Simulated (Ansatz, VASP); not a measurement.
## One calculation of Nb, two programs

The input INCAR:

```
SYSTEM = Nb
  ALGO = Fast
  EDIFF = 1E-6
  ENCUT = 520
  GGA = PE
  ISIF = 2
  ISMEAR = 0
  LASPH = .True.
  LCHARG = .False.
  LREAL = .False.
  LWAVE = .False.
  NBANDS = 12
  NELM = 80
  PREC = Accurate
  SIGMA = 0.15
```

Contents of KPOINTS:

```
k-points
0
Gamma
  20 20 20
  0 0 0
```

File POSCAR:

```
Nb
1.0
   -1.7471475000      1.7471475000      1.6639500000
    1.7471475000     -1.7471475000      1.6639500000
    1.7471475000      1.7471475000     -1.6639500000
Nb
1
Direct
    0.0000000000      0.0000000000      0.0000000000
```

Input for Ansatz:

```yaml
crystal:
  lattice:
    - [-1.7471475, 1.7471475, 1.66395]
    - [1.7471475, -1.7471475, 1.66395]
    - [1.7471475, 1.7471475, -1.66395]
  atoms:
    - { symbol: Nb, position: [0.0, 0.0, 0.0] }
basis:
  ecutwfc: 420
kpoints:
  mp_grid: { grid: [20, 20, 20] }
hamiltonian:
  xc: pbe
scf:
  occupations: { method: gaussian, width: 0.15 }
output:
  forces: true
  stress: true
  eigenvalues: true
  write_density: true
  write_potential: true
  elf: true
  volumetric_format: npy
```

Change from the starting cell: strain +0.050 along x and y, +0.000 along z, atoms carried along.

Alike in both runs: task single point; functional PBE; k mesh 20 × 20 × 20; occupations gaussian, width 0.15 eV; no spin polarisation.

```csv
,VASP,Ansatz
version,VASP 6.6.1,Ansatz 0.2.0
potentials or method,"VASP PAW PBE potentials, release 64 (Nb_sv), cutoff 520 eV","scalar-relativistic, plane waves, PAW"
valence electrons in the cell,13,13
```

```csv
,VASP,Ansatz,Ansatz less VASP
gap on the k mesh at the Fermi level (eV),none,none,-
pressure (GPa),-15.6,-15.4,+0.21
"traceless stress, the component that is largest in VASP (GPa)",2.16,2.16,+0.005
```

A gap of «none» marks a metal or a gap that the smearing closes.
